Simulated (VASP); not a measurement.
# HfAl3N (Pm-3m) in VASP: further runs

HfAl3N is run at these levels: PBE; tasks: single point, relaxation of cell and atoms.

Program: VASP 6.6.1. These are calculated values, not measurements. Logs are shortened: lines on timing, memory, paths and dates and some standing lists are left out, and cuts for length are marked.

## Step 1: The cell of the first run

The structure is cubic, space group Pm-3m (No. 221). The conventional cell has a = 4.182 Å, b = 4.182 Å, c = 4.182 Å, α = 90.00°, β = 90.00°, γ = 90.00°. Hf (site symmetry m-3m) has 12 Al at 2.96 Å and 8 N at 3.62 Å within 3.9 Å. Al (site symmetry 4/mmm) has 2 N at 2.09 Å within 2.8 Å. Within 2.8 Å of N (site symmetry m-3m) lie 6 Al at 2.09 Å.

## Step 2: Single point, PBE

INCAR reads:

```
SYSTEM = HfAl3N
PREC     = Accurate       ! precision mode
ENCUT    = 520            ! plane-wave cutoff, eV
EDIFF    = 1E-6           ! SCF threshold, eV
ISMEAR   = 0              ! smearing method
SIGMA    = 0.1            ! smearing width, eV
LREAL    = .FALSE.        ! projectors in reciprocal space
LASPH    = .TRUE.         ! aspherical terms in the spheres
NELM     = 100            ! most SCF steps
ALGO     = Normal         ! electronic algorithm
ISIF     = 2              ! what is computed and relaxed
LWAVE    = .FALSE.        ! write WAVECAR
LCHARG   = .FALSE.        ! write CHGCAR
GGA      = PE             ! functional
NBANDS   = 20             ! bands
```

KPOINTS reads:

```
Automatic mesh
0
G
  4 4 4
  0 0 0
```

POSCAR reads:

```
HfAl3N
1.0
    4.1822715778      0.0000000000      0.0000000000
    0.0000000000      4.1822715778      0.0000000000
    0.0000000000      0.0000000000      4.1822715778
Hf Al N
1 3 1
Direct
    0.5000000000      0.5000000000      0.5000000000
    0.5000000000      0.0000000000      0.0000000000
    0.0000000000      0.5000000000      0.0000000000
    0.0000000000      0.0000000000      0.5000000000
    0.0000000000      0.0000000000      0.0000000000
```

Potentials or basis: VASP PAW PBE potentials, release 64 (Hf_pv, Al, N).

Command:

```bash
$ cat potpaw_PBE.64/Hf_pv/POTCAR potpaw_PBE.64/Al/POTCAR potpaw_PBE.64/N/POTCAR > POTCAR
$ mpirun -np 1 vasp_std > vasp.out
```

OUTCAR:

```text
SYSTEM = HfAl3N
   PREC = Accurate
   ENCUT = 520
   EDIFF = 1E-6
   ISMEAR = 0
   LREAL = .FALSE.
   LASPH = .TRUE.
   NELM = 100
   ISIF = 2
   GGA = PE

 ion  position               nearest neighbor table
   1  0.500  0.500  0.500-   2 2.96   3 2.96   4 2.96   2 2.96   3 2.96   2 2.96   4 2.96   2 2.96
                             3 2.96   4 2.96   3 2.96   4 2.96
   2  0.500  0.000  0.000-   5 2.09   5 2.09   4 2.96   1 2.96   1 2.96   4 2.96   1 2.96   3 2.96
                             1 2.96   3 2.96   4 2.96   3 2.96   4 2.96   3 2.96
   3  0.000  0.500  0.000-   5 2.09   5 2.09   4 2.96   1 2.96   1 2.96   4 2.96   2 2.96   4 2.96
                             2 2.96   4 2.96   1 2.96   2 2.96   1 2.96   2 2.96
   4  0.000  0.000  0.500-   5 2.09   5 2.09   3 2.96   1 2.96   2 2.96   3 2.96   2 2.96   1 2.96
                             3 2.96   3 2.96   1 2.96   2 2.96   2 2.96   1 2.96
   5  0.000  0.000  0.000-   2 2.09   3 2.09   4 2.09   4 2.09   3 2.09   2 2.09

  LATTYP: Found a simple cubic cell.
 ALAT       =     4.1822715778

  Lattice vectors:

 A1 = (   4.1822715778,   0.0000000000,   0.0000000000)
 A2 = (   0.0000000000,   4.1822715778,   0.0000000000)
 A3 = (   0.0000000000,   0.0000000000,   4.1822715778)

Analysis of symmetry for initial positions (statically):
=====================================================================
 Subroutine PRICEL returns:
 Original cell was already a primitive cell.

 Routine SETGRP: Setting up the symmetry group for a
 simple cubic supercell.

 Subroutine GETGRP returns: Found 48 space group operations
 (whereof 48 operations were pure point group operations)
 out of a pool of 48 trial point group operations.

The static configuration has the point symmetry O_h .

Analysis of symmetry for dynamics (positions and initial velocities):
=====================================================================
 Subroutine PRICEL returns:
 Original cell was already a primitive cell.

 Routine SETGRP: Setting up the symmetry group for a
 simple cubic supercell.

 Subroutine GETGRP returns: Found 48 space group operations
 (whereof 48 operations were pure point group operations)
 out of a pool of 48 trial point group operations.

The dynamic configuration has the point symmetry O_h .

 Subroutine INISYM returns: Found 48 space group operations
 (whereof 48 operations are pure point group operations),
 and found     1 'primitive' translations

----------------------------------------------------------------------------------------

                                     Primitive cell

  volume of cell :      73.1538

  direct lattice vectors                    reciprocal lattice vectors
     4.182271578  0.000000000  0.000000000     0.239104511  0.000000000  0.000000000
     0.000000000  4.182271578  0.000000000     0.000000000  0.239104511  0.000000000
     0.000000000  0.000000000  4.182271578     0.000000000  0.000000000  0.239104511

  length of vectors
     4.182271578  4.182271578  4.182271578     0.239104511  0.239104511  0.239104511

  position of ions in fractional coordinates (direct lattice)
     0.500000000  0.500000000  0.500000000
     0.500000000  0.000000000  0.000000000
     0.000000000  0.500000000  0.000000000
     0.000000000  0.000000000  0.500000000
     0.000000000  0.000000000  0.000000000

  ion indices of the primitive-cell ions
   primitive index   ion index
                 1           1
                 2           2
                 3           3
                 4           4
                 5           5

----------------------------------------------------------------------------------------

 KPOINTS: Automatic mesh

Automatic generation of k-mesh.
 Grid dimensions read from file:
 generate k-points for:    4    4    4

 Generating k-lattice:

  Cartesian coordinates                     Fractional coordinates (reciprocal lattice)
     0.059776128  0.000000000  0.000000000     0.250000000  0.000000000  0.000000000
     0.000000000  0.059776128  0.000000000     0.000000000  0.250000000  0.000000000
     0.000000000  0.000000000  0.059776128     0.000000000  0.000000000  0.250000000

  Length of vectors
     0.059776128  0.059776128  0.059776128

  Shift w.r.t. Gamma in fractional coordinates (k-lattice)
     0.000000000  0.000000000  0.000000000

 Subroutine IBZKPT returns following result:
 ===========================================

 Found     10 irreducible k-points:

 Following reciprocal coordinates:
            Coordinates               Weight
  0.000000  0.000000  0.000000      1.000000
  0.250000  0.000000  0.000000      6.000000
  0.500000  0.000000  0.000000      3.000000
  0.250000  0.250000  0.000000     12.000000
  0.500000  0.250000  0.000000     12.000000
  0.500000  0.500000  0.000000      3.000000
  0.250000  0.250000  0.250000      8.000000
  0.500000  0.250000  0.250000     12.000000
  0.500000  0.500000  0.250000      6.000000
  0.500000  0.500000  0.500000      1.000000
   k-points           NKPTS =     10   k-points in BZ     NKDIM =     10   number of bands    NBANDS=     20
   number of dos      NEDOS =    301   number of ions     NIONS =      5
   total plane-waves  NPLWV =  32768
   dimension x,y,z NGX =    32 NGY =   32 NGZ =   32
   dimension x,y,z NGXF=    64 NGYF=   64 NGZF=   64
   ions per type =               1   3   1
   NGX,Y,Z   is equivalent  to a cutoff of  12.72, 12.72, 12.72 a.u.
   NGXF,Y,Z  is equivalent  to a cutoff of  25.44, 25.44, 25.44 a.u.
 SYSTEM =  HfAl3N
   PREC   = accura    normal or accurate (medium, high low for compatibility)
   ISTART =      0    job   : 0-new  1-cont  2-samecut
   ICHARG =      2    charge: 1-file 2-atom 10-const
   ISPIN  =      1    spin polarized calculation?
   LNONCOLLINEAR =      F non collinear calculations
   LSORBIT =      F    spin-orbit coupling
   LASPH  =      T    aspherical Exc in radial PAW
   ENCUT  =  520.0 eV  38.22 Ry    6.18 a.u.   7.78  7.78  7.78*2*pi/ulx,y,z
   NELM   =    100;   NELMIN=  2; NELMDL= -5     # of ELM steps
   EDIFF  = 0.1E-05   stopping-criterion for ELM
   LREAL  =      F    real-space projection
   EDIFFG = 0.1E-04   stopping-criterion for IOM
   NSW    =      0    number of steps for IOM
   IBRION =     -1    ionic relax: 0-MD 1-quasi-New 2-CG
   NFREE  =      0    steps in history (QN), initial steepest desc. (CG)
   ISIF   =      2    stress and relaxation
   ISYM   =      2    0-nonsym 1-usesym 2-fastsym
   POTIM  = 0.5000    time-step for ionic-motion
   TEBEG  =    0.0;   TEEND  =   0.0 temperature during run
   PSTRESS=    0.0 pullay stress
   NELECT =      24.0000    total number of electrons
   NUPDOWN=      -1.0000    fix difference up-down
   EMIN   =  10.00;   EMAX   =-10.00  energy-range for DOS
   EFERMI =   0.00;   METHOD = LEGACY
   ISMEAR =     0;   SIGMA  =   0.10  broadening in eV -4-tet -1-fermi 0-gaus
   EFERMI_NEDOS =   21; number of points for ismear=-14 and -15
   IALGO  =     38    algorithm
   IMIX   =      4    mixing-type and parameters
     AMIX     =   0.40;   BMIX     =  1.00
     AMIX_MAG =   1.60;   BMIX_MAG =  1.00
  volume/ion in A,a.u.               =      14.63        98.73
  Fermi-wavevector in a.u.,A,eV,Ry     =   1.129102  2.133693 17.345664  1.274870
  Thomas-Fermi vector in A             =   2.265794
   LORBIT       =      0    0 simple, 1 ext, 2 COOP (PROOUT), +10 PAW based schemes
   GGA     = PE    functional components
   LHFCALC =     F    Hartree Fock is set to
   AEXX    =    0.0000 exact exchange contribution
   IVDW    =     0    specifies the selected vdW correction
   LEPSILON=     F    determine dielectric tensor
   LRPA    =     F    only Hartree local field effects (RPA)
 non-spin polarized calculation
 Gauss-broadening in eV      SIGMA  =   0.10
  energy-cutoff  :      520.00
  volume of cell :       73.15
 maximum number of plane-waves:      1986
 NGX is ok and might be reduce to    32
   NGX = 15   NGY = 15   NGZ = 15

 number of electron      23.9999998 magnetization

 Free energy of the ion-electron system (eV)
  ---------------------------------------------------
  ext. energy  EPLUGINS =         0.00000000
  ---------------------------------------------------
  free energy    TOTEN  =       -29.41821525 eV

  energy without entropy =      -29.40053285  energy(sigma->0) =      -29.40937405

 E-fermi :   7.3925     XC(G=0): -10.9747

 val. band max:        7.2771864543   @ k =   0.5000   0.2500   0.2500
 cond. band min:       7.4334350710   @ k =   0.5000   0.2500   0.2500
 fundamental gap:      0.1562486166
 Fermi energy:         7.3924971648

 k-point     1 :       0.0000    0.0000    0.0000
  band No.  band energies     occupation
      1     -22.8087      2.00000
      2     -22.8087      2.00000
      3     -22.8087      2.00000
      4      -8.5441      2.00000
      5       0.4177      2.00000
      6       1.7786      2.00000
[... 12 lines left out ...]
     19      12.2243      0.00000
     20      12.4053      0.00000

 k-point     2 :       0.2500    0.0000    0.0000
  band No.  band energies     occupation
      1     -22.8235      2.00000
      2     -22.8076      2.00000
      3     -22.8076      2.00000
      4      -8.4140      2.00000
      5      -0.5102      2.00000
      6       1.8243      2.00000
[... 12 lines left out ...]
     19      13.6970      0.00000
     20      13.6970      0.00000

 k-point     3 :       0.5000    0.0000    0.0000
  band No.  band energies     occupation
      1     -22.8383      2.00000
      2     -22.8064      2.00000
      3     -22.8064      2.00000
      4      -8.2737      2.00000
      5      -1.2058      2.00000
      6       1.8699      2.00000
[... 12 lines left out ...]
     19      13.9182      0.00000
     20      15.0133      0.00000

 k-point     4 :       0.2500    0.2500    0.0000
  band No.  band energies     occupation
      1     -22.8224      2.00000
      2     -22.8216      2.00000
      3     -22.8065      2.00000
      4      -8.3064      2.00000
      5      -0.4048      2.00000
      6       0.6295      2.00000
[... 12 lines left out ...]
     19      14.0019      0.00000
     20      14.6429      0.00000

 k-point     5 :       0.5000    0.2500    0.0000
  band No.  band energies     occupation
      1     -22.8363      2.00000
      2     -22.8205      2.00000
      3     -22.8053      2.00000
      4      -8.1916      2.00000
      5      -0.7405      2.00000
      6       0.6717      2.00000
[... 12 lines left out ...]
     19      13.6350      0.00000
     20      14.5458      0.00000

 k-point     6 :       0.5000    0.5000    0.0000
  band No.  band energies     occupation
      1     -22.8344      2.00000
      2     -22.8344      2.00000
      3     -22.8042      2.00000
      4      -8.1049      2.00000
      5      -0.0300      2.00000
      6      -0.0300      2.00000
[... 12 lines left out ...]
     19      13.0749      0.00000
     20      14.9146      0.00000

 k-point     7 :       0.2500    0.2500    0.2500
  band No.  band energies     occupation
      1     -22.8213      2.00000
      2     -22.8201      2.00000
      3     -22.8201      2.00000
      4      -8.2087      2.00000
      5      -0.1653      2.00000
      6       0.7557      2.00000
[... 12 lines left out ...]
     19      13.6100      0.00000
     20      14.5184      0.00000

 k-point     8 :       0.5000    0.2500    0.2500
  band No.  band energies     occupation
      1     -22.8345      2.00000
      2     -22.8194      2.00000
      3     -22.8186      2.00000
      4      -8.1052      2.00000
      5      -0.3868      2.00000
      6       0.7244      2.00000
[... 12 lines left out ...]
     19      14.0393      0.00000
     20      14.4013      0.00000

 k-point     9 :       0.5000    0.5000    0.2500
  band No.  band energies     occupation
      1     -22.8326      2.00000
      2     -22.8326      2.00000
      3     -22.8175      2.00000
      4      -8.0140      2.00000
      5       0.0777      2.00000
      6       0.0777      2.00000
[... 12 lines left out ...]
     19      13.3377      0.00000
     20      13.7241      0.00000

 k-point    10 :       0.5000    0.5000    0.5000
  band No.  band energies     occupation
      1     -22.8308      2.00000
      2     -22.8308      2.00000
      3     -22.8308      2.00000
      4      -7.9175      2.00000
      5       0.1985      2.00000
      6       0.1985      2.00000
[... 12 lines left out ...]
     19      14.7231      0.00000
     20      14.7231      0.00000

------------------------ aborting loop because EDIFF is reached ----------------------------------------

  FORCE on cell =-STRESS in cart. coord.  units (eV):
  Direction    XX          YY          ZZ          XY          YZ          ZX
  --------------------------------------------------------------------------------------
  -------------------------------------------------------------------------------------
  Total       -0.0569951     -0.0569951     -0.0569951     -0.0000000     -0.0000000     -0.0000000
  in kB       -1.2482781     -1.2482781     -1.2482781     -0.0000000     -0.0000000     -0.0000000
  external PRESSURE =      -1.2482781 kB  Pullay stress =       0.0000000 kB

 VOLUME and BASIS-vectors are now :
 -----------------------------------------------------------------------------
  energy-cutoff  :      520.00
  volume of cell :       73.15
      direct lattice vectors                 reciprocal lattice vectors
     4.182271578  0.000000000  0.000000000     0.239104511  0.000000000  0.000000000
     0.000000000  4.182271578  0.000000000     0.000000000  0.239104511  0.000000000
     0.000000000  0.000000000  4.182271578     0.000000000  0.000000000  0.239104511

 POSITION                                       TOTAL-FORCE (eV/Angst)
 -----------------------------------------------------------------------------------
      2.09114      2.09114      2.09114         0.000000      0.000000      0.000000
      2.09114      0.00000      0.00000         0.000000      0.000000      0.000000
      0.00000      2.09114      0.00000         0.000000      0.000000      0.000000
      0.00000      0.00000      2.09114         0.000000      0.000000      0.000000
      0.00000      0.00000      0.00000         0.000000      0.000000      0.000000
 -----------------------------------------------------------------------------------
    total drift:                                0.000000      0.000000     -0.000000

  FREE ENERGIE OF THE ION-ELECTRON SYSTEM (eV)
  ---------------------------------------------------
  free  energy   TOTEN  =       -29.4182152517 eV

  energy  without entropy=      -29.4005328485  energy(sigma->0) =      -29.40937405
```

Wall time 6.1 s (1 thread of Intel Xeon 6975P-C (Granite Rapids), shared host); peak memory 0.18 GiB.

Results:

```
Free energy            : -29.4182 eV
Pressure               : -0.1 GPa
Band gap on the k mesh : zero (band 12 reaches 8.50 eV, above the bottom of band 13 at 7.13 eV)
```

Levels at points of the mesh, in eV from the Fermi level:
| k point | band 9 | band 10 | band 11 | band 12 | band 13 | band 14 |
| --- | --- | --- | --- | --- | --- | --- |
| (0.00, 0.00, 0.00) | -3.03 | -3.03 | 1.10 | 1.10 | 1.10 | 2.46 |
| (0.50, 0.00, 0.00) | -1.84 | -1.82 | 0.23 | 0.50 | 0.50 | 0.90 |
| (0.50, 0.50, 0.00) | -3.21 | -0.97 | -0.97 | -0.26 | -0.26 | 1.80 |
| (0.50, 0.50, 0.50) | -2.77 | -2.77 | -0.27 | 0.08 | 0.08 | 0.08 |

Caveat: the k points lie up to 0.38 Å⁻¹ apart; spin-orbit coupling is left out, which moves the levels of the heavy elements.

(Part 1 of 2 ends here.)
